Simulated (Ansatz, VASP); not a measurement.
**CdSnBi2Te4 in VASP and in Ansatz**

```
Bi Cd Sn Te
1.0
    -3.93614    3.93614    3.95170
     3.93614   -3.93614    3.95170
     3.93614    3.93614   -3.95170
Bi Cd Sn Te
2 1 1 4
Cartesian
  0.0000 3.9361 0.0000
  3.9361 0.0000 0.0000
  0.0000 0.0000 3.9517
  0.0000 0.0000 0.0000
  1.6909 1.6909 2.3131
  1.6909 -1.6909 5.5903
  2.2453 2.2453 -1.6386
  -1.6909 1.6909 5.5903
```

Alike in both runs: functional PBE; k mesh 4 × 4 × 4; no spin polarisation.

Ansatz relaxed the structure, and its values are those at the end. VASP's run is a single point on that final structure, the one shown.

|  | VASP | Ansatz |
| --- | --- | --- |
| version | VASP 6.6.1 | Ansatz 0.2.0 |
| potentials or method | VASP PAW PBE potentials, release 64 (Bi_d, Cd, Sn_d, Te), cutoff 520 eV | PAW plane waves |
| occupations | fermi-dirac, width 0.1 eV | fermi-dirac |
| valence electrons in the cell | 80 | 128 |

|  | VASP | Ansatz | Ansatz less VASP |
| --- | --- | --- | --- |
| gap on the k mesh at the Fermi level (eV) | none | none | - |
| pressure (GPa) | 0.0 | 0.0 | 0.00 |
| rms of the force components (eV/Å) | 0.004 | 0.002 | -0.0025 |

A gap of «none» marks a metal or a gap that the smearing closes. VASP's potentials hold 80 valence electrons a cell and Ansatz's 128, so a difference there can come from the potentials and not from the codes.

Spin-orbit coupling is off throughout.
